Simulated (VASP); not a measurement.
# Co in VASP: a series of runs, part 2 of 2

VASP 6.6.1. The steps go on from the part before.

### Step 4. Relaxation of cell and atoms, RPBE+D3(BJ), collinear spin, ferromagnetic start

The input, INCAR:

```
SYSTEM = Co
  PREC = Accurate
  ENCUT = 600
  EDIFF = 1E-7
  ISMEAR = -1
  SIGMA = 0.05
  LREAL = .False.
  LASPH = .True.
  NELM = 150
  ALGO = Fast
  ISIF = 3
  LWAVE = .False.
  LCHARG = .False.
  ISPIN = 2
  MAGMOM = 2 2
  LORBIT = 11
  LMAXMIX = 4
  GGA = RP
  IVDW = 12
  IBRION = 2
  NSW = 60
  EDIFFG = -0.01
```

The input, KPOINTS:

```
Automatic mesh
0
Gamma
  12 12 7
  0 0 0
```

The input, POSCAR:

```
Co
1.0
    2.4873648738      0.0000000000      0.0000000000
   -1.2436824369      2.1541211692      0.0000000000
    0.0000000000      0.0000000000      4.0632895034
Co
2
Direct
    0.3333333333      0.6666666667      0.7401390000
    0.6666666667      0.3333333333      0.2598610000
```

Potentials or basis: VASP PAW PBE potentials, release 64 (Co).

Command:

```sh
> cat potpaw_PBE.64/Co/POTCAR > POTCAR
> mpirun -np 1 vasp_std > vasp.out
```

OUTCAR:

```text
SYSTEM = Co
   PREC = Accurate
   ENCUT = 600
   EDIFF = 1E-7
   ISMEAR = -1
   LREAL = .False.
   LASPH = .True.
   NELM = 150
   ISIF = 3
   ISPIN = 2
   LORBIT = 11
   GGA = RP
   IVDW = 12
   IBRION = 2
   NSW = 60
   EDIFFG = -0.01
 IVDW          = 12

 ion  position               nearest neighbor table
   1  0.333  0.667  0.740-   2 2.42   2 2.42   2 2.42   2 2.55   2 2.55   2 2.55
   2  0.667  0.333  0.260-   1 2.42   1 2.42   1 2.42   1 2.55   1 2.55   1 2.55

  LATTYP: Found a hexagonal cell.
 ALAT       =     2.4873648738
 C/A-ratio  =     1.6335719565

  Lattice vectors:

 A1 = (   2.4873648738,   0.0000000000,   0.0000000000)
 A2 = (  -1.2436824369,   2.1541211692,   0.0000000000)
 A3 = (   0.0000000000,   0.0000000000,   4.0632895034)

Analysis of symmetry for initial positions (statically):
=====================================================================
 Subroutine PRICEL returns:
 Original cell was already a primitive cell.

 Routine SETGRP: Setting up the symmetry group for a
 hexagonal supercell.

 Subroutine GETGRP returns: Found 12 space group operations
 (whereof 12 operations were pure point group operations)
 out of a pool of 24 trial point group operations.

The static configuration has the point symmetry D_3d.

Analysis of symmetry for dynamics (positions and initial velocities):
=====================================================================
 Subroutine PRICEL returns:
 Original cell was already a primitive cell.

[... 385 lines left out ...]
 cond. band min:      12.1133621954   @ k =   0.3333   0.1667   0.4286
 fundamental gap:      0.0021288695
 Fermi energy:        12.1130970927

 spin component 1

 k-point     1 :       0.0000    0.0000    0.0000
  band No.  band energies     occupation
      1       2.5460      1.00000
      2       6.4219      1.00000
      3       9.3310      1.00000
      4       9.3512      1.00000
      5       9.3512      1.00000
      6       9.7298      1.00000
      7       9.7298      1.00000
      8      10.1423      1.00000
      9      10.1423      1.00000
     10      11.4521      1.00000
     11      11.4521      1.00000
     12      12.0182      0.86959
     13      19.5994      0.00000
     14      35.0447      0.00000
[... 403 lines left out ...]
      4       8.8614      1.00000
      5       9.3709      1.00000
      6       9.6596      1.00000
      7       9.8067      1.00000
      8      10.0495      1.00000
      9      10.2146      1.00000
     10      10.3211      1.00000
     11      11.5340      0.99999
     12      14.1729      0.00000
     13      21.1998      0.00000
     14      30.0061      0.00000
     15      34.1870      0.00000

 [... further k-points ...]

 spin component 2

 k-point     1 :       0.0000    0.0000    0.0000
  band No.  band energies     occupation
      1       2.5122      1.00000
      2       7.3098      1.00000
      3      10.8983      1.00000
      4      10.9045      1.00000
      5      10.9045      1.00000
      6      11.3401      1.00000
      7      11.3401      1.00000
      8      11.8335      0.99629
      9      11.8335      0.99629
     10      11.9357      0.97205
     11      13.2648      0.00000
     12      13.2648      0.00000
     13      20.5757      0.00000
     14      34.7333      0.00000
[... 448 lines left out ...]
  FREE ENERGIE OF THE ION-ELECTRON SYSTEM (eV)
  ---------------------------------------------------
  free  energy   TOTEN  =       -17.4574527581 eV

  energy  without entropy=      -17.4451531063  energy(sigma->0) =      -17.45130293

 reached required accuracy - stopping structural energy minimisation

 total charge

# of ion       s       p       d       tot
------------------------------------------
    1        0.542   0.631   7.353   8.527
    2        0.542   0.631   7.353   8.527
--------------------------------------------------
tot          1.085   1.263  14.706  17.054

 magnetization (x)

# of ion       s       p       d       tot
------------------------------------------
    1       -0.018  -0.060   1.577   1.499
    2       -0.018  -0.060   1.577   1.499
--------------------------------------------------
tot         -0.036  -0.119   3.154   2.999
```

OSZICAR:

```text
N       E                     dE             d eps       ncg     rms          rms(c)
DAV:   1     0.878791693969E+02    0.87879E+02   -0.95183E+03  6824   0.183E+03
DAV:   2    -0.123896023621E+02   -0.10027E+03   -0.92940E+02  6720   0.268E+02
[... 120 lines left out ...]
       N       E                     dE             d eps       ncg     rms          rms(c)
DAV:   1    -0.127319763022E+02    0.42551E-03   -0.14191E-03  7644   0.323E-01    0.378E-02
RMM:   2    -0.127319555025E+02    0.20800E-04   -0.26554E-05  6720   0.663E-02    0.199E-02
RMM:   3    -0.127319497042E+02    0.57984E-05   -0.12216E-05  6723   0.448E-02    0.158E-02
RMM:   4    -0.127319488538E+02    0.85038E-06   -0.41520E-06  6720   0.234E-02    0.329E-03
RMM:   5    -0.127319489050E+02   -0.51196E-07   -0.11042E-06  6576   0.103E-02    0.140E-03
RMM:   6    -0.127319488886E+02    0.16421E-07   -0.19451E-07  4158   0.532E-03
  12 F= -.17457453E+02 E0= -.17451303E+02  d E =-.900176E-05  mag=     3.0003
```

CONTCAR:

```text
Co
   1.00000000000000
     2.3998713689792699    0.0000000000000000   -0.0000000000000000
    -1.1999356844896349    2.0783495713582454    0.0000000000000000
     0.0000000000000000    0.0000000000000000    3.8780154991445395
  Co
     2
Direct
     0.3333333332999970    0.6666666667000030    0.7499998908186608
     0.6666666667000030    0.3333333332999970    0.2500001091813393

  0.00000000E+00  0.00000000E+00  0.00000000E+00
  0.00000000E+00  0.00000000E+00  0.00000000E+00
```

Wall time 6 min (1 thread of Intel Xeon Platinum 8488C (Sapphire Rapids), shared host); peak memory 0.22 GiB.

What came out:

```
Free energy                                           : -17.4575 eV
Relaxed volume                                        : 9.67 Å³/atom
Relaxed cell                                          : a = 2.400 Å, b = 2.400 Å, c = 3.878 Å, α = 90.00°, β = 90.00°, γ = 120.00°
Space group after relaxing (to 0.1 Å)                 : P6_3/mmc (No. 194)
Energy gained by relaxing                             : 117.8 meV/atom
Ionic steps                                           : 12
Pressure after relaxing                               : 0.0 GPa
Net moment                                            : 3.00 μB per cell
Site moments                                          : Co +1.50 μB
Valence electrons inside the program's atomic spheres : Co 8.53
Dispersion energy per atom                            : -2.363 eV
```

Step by step:
| step | energy change (eV) | largest force (eV/Å) | pressure (GPa) | volume (Å³) |
| --- | --- | --- | --- | --- |
| 1 | 0.0000 | 0.5520 | -24.09 | 21.77 |
| 2 | 0.0972 | 0.5756 | 49.51 | 17.01 |
| 3 | -0.2151 | 0.7260 | -0.19 | 19.40 |
| 4 | -0.2156 | 0.7274 | 1.15 | 19.31 |
| 5 | -0.2342 | 0.1646 | 1.48 | 19.25 |
| 6 | -0.2353 | 0.0053 | 1.27 | 19.26 |
| 7 | -0.2351 | 0.0058 | -1.50 | 19.44 |
| 8 | -0.2356 | 0.0056 | -0.01 | 19.34 |
| 9 | -0.2356 | 0.0056 | -0.02 | 19.34 |
| 10 | -0.2356 | 0.0056 | -0.07 | 19.35 |
| 11 | -0.2356 | 0.0056 | -0.04 | 19.34 |
| 12 | -0.2356 | 0.0009 | 0.02 | 19.34 |

Final structure:
```cif
data_structure
_symmetry_space_group_name_H-M 'P 1'
_symmetry_Int_Tables_number 1
_cell_length_a 2.3999
_cell_length_b 2.3999
_cell_length_c 3.8780
_cell_angle_alpha 90.000
_cell_angle_beta 90.000
_cell_angle_gamma 120.000
_cell_volume 19.34
loop_
_atom_site_label
_atom_site_type_symbol
_atom_site_fract_x
_atom_site_fract_y
_atom_site_fract_z
_atom_site_occupancy
Co1 Co 0.33333 0.66667 0.75000 1
Co2 Co 0.66667 0.33333 0.25000 1
```

Levels at points of the mesh, in eV from the Fermi level:
Spin up:
| k point | band 8 | band 9 | band 10 | band 11 | band 12 | band 13 |
| --- | --- | --- | --- | --- | --- | --- |
| (0.00, 0.00, 0.00) | -1.97 | -1.97 | -0.66 | -0.66 | -0.09 | 7.49 |
| (0.50, 0.00, 0.00) | -0.50 | -0.39 | -0.32 | 1.66 | 3.97 | 10.70 |
Spin down:
| k point | band 4 | band 5 | band 6 | band 7 | band 8 | band 9 | band 10 | band 11 |
| --- | --- | --- | --- | --- | --- | --- | --- | --- |
| (0.00, 0.00, 0.00) | -1.21 | -1.21 | -0.77 | -0.77 | -0.28 | -0.28 | -0.18 | 1.15 |
| (0.50, 0.00, 0.00) | -2.10 | -1.39 | -1.27 | -0.77 | 1.30 | 1.47 | 1.50 | 2.87 |

Caveat: the dispersion term is far too large for a dense solid, which distorts pressure and volume; the PAW data sets were made with another functional, which shifts forces and pressure a little.

### Step 5. Summary

| task | level | cell | cutoff (eV) | smearing | gap on the mesh (eV) | pressure (GPa) | moment (μB) |
| --- | --- | --- | --- | --- | --- | --- | --- |
| single point | PBE | a = 2.487, b = 2.487, c = 4.063 Å, angles 90.0, 90.0, 120.0°, 2 atoms, atomic positions A | 520 | gaussian 0.012 eV | none | -0.1 | 3.25 |
| single point | BLYP | a = 2.536, b = 2.536, c = 4.081 Å, angles 90.0, 90.0, 120.0°, 2 atoms, atomic positions B | 520 | fermi-dirac 0.05 eV | none | -0.2 | 3.25 |
| relaxation of cell and atoms | RPBE+D3(BJ) | relaxed from a = 2.487, b = 2.487, c = 4.063 Å, angles 90.0, 90.0, 120.0°, 2 atoms, atomic positions A | 600 | fermi-dirac 0.05 eV | none | 0.0 | 3.00 |

Alike in all rows: potentials or basis VASP PAW PBE potentials, release 64 (Co); spin collinear, ferromagnetic start; k mesh 12 × 12 × 7.

Caveats: the PAW data sets were made with another functional, which shifts forces and pressure a little (at least some runs); the dispersion term is far too large for a dense solid, which distorts pressure and volume (at least some runs).

Total energies depend on the potentials used, so only differences within one code and one set of settings carry meaning.
